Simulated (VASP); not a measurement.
Write the native input for VASP 6.6.1 that does the following.

| Item | Value |
| --- | --- |
| Task | single point |
| Functional | r2SCAN |
| Potentials or basis | VASP PAW PBE potentials, release 64 (Si) |
| Cutoff | 520 eV |
| k mesh | 10 × 10 × 10 |
| Occupations | gaussian, width 0.05 eV |
| Spin | no spin polarisation |
| Dipole correction | no |
| Further INCAR settings | ALGO = Normal; EDIFF = 1e-07; NBANDS = 16 |

Crystal: Si.

```xyz
4
Lattice="-3.3273 3.3273 1.9219 3.3273 -3.3273 1.9219 3.3273 3.3273 -1.9219" Properties=species:S:1:pos:R:3 pbc="T T T"
Si    1.1895    1.1895    0.1500
Si    2.1378    2.1378    2.0719
Si    2.1378   -2.1378    1.7719
Si   -2.1378    2.1378    1.7719
```

This cell differs from its parent crystal: atoms displaced along a vibrational mode.

These files were run (other wordings do the same):

POSCAR

```
Si
1.0
   -3.3273296544      3.3273296544      1.9218805215
    3.3273296544     -3.3273296544      1.9218805215
    3.3273296544      3.3273296544     -1.9218805215
Si
4
Direct
    0.2177774777      0.2177774777      0.3575063991
    0.8602710786      0.8602710786      0.6424936010
    0.1397289214      0.7822225223      0.0000000000
    0.7822225223      0.1397289214      0.0000000000
```

INCAR.step1

```
PREC = Accurate
ENCUT = 520
ISMEAR = 0
SIGMA = 0.05
LREAL = False
LASPH = True
NELM = 60
NBANDS = 16
GGA = PE
ALGO = Normal
EDIFF = 1E-4
LWAVE = True
LCHARG = False
```

INCAR.step2

```
PREC = Accurate
ENCUT = 520
EDIFF = 1E-7
ISMEAR = 0
SIGMA = 0.05
LREAL = False
LASPH = True
NELM = 60
ALGO = Normal
ISIF = 2
LWAVE = False
LCHARG = False
METAGGA = R2SCAN
LMIXTAU = True
NBANDS = 16
ISTART = 1
```

KPOINTS

```
Automatic mesh
0
Gamma
  10 10 10
```

Potentials or basis: VASP PAW PBE potentials, release 64 (Si).

Run with:

```console
$ cat potpaw_PBE.64/Si/POTCAR > POTCAR
$ cp INCAR.step1 INCAR
$ mpirun -np 1 vasp_std > vasp.out
$ cp INCAR.step2 INCAR
$ mpirun -np 1 vasp_std > vasp.out
```

It gave:

```
Pressure               : -1.0 GPa
Largest force          : 0.461 eV/Å
Band gap on the k mesh : 0.35 eV (least direct gap 0.94 eV)
```

Caveat: the cell differs from its parent crystal (atoms displaced along a vibrational mode); semilocal functionals underestimate gaps, and a narrow one can read as zero; the PAW data sets were made with another functional, which shifts forces and pressure a little.

Wall time 21 min on 1 thread of Intel Xeon 8259CL, with other jobs on the host, peak memory 0.27 GiB.
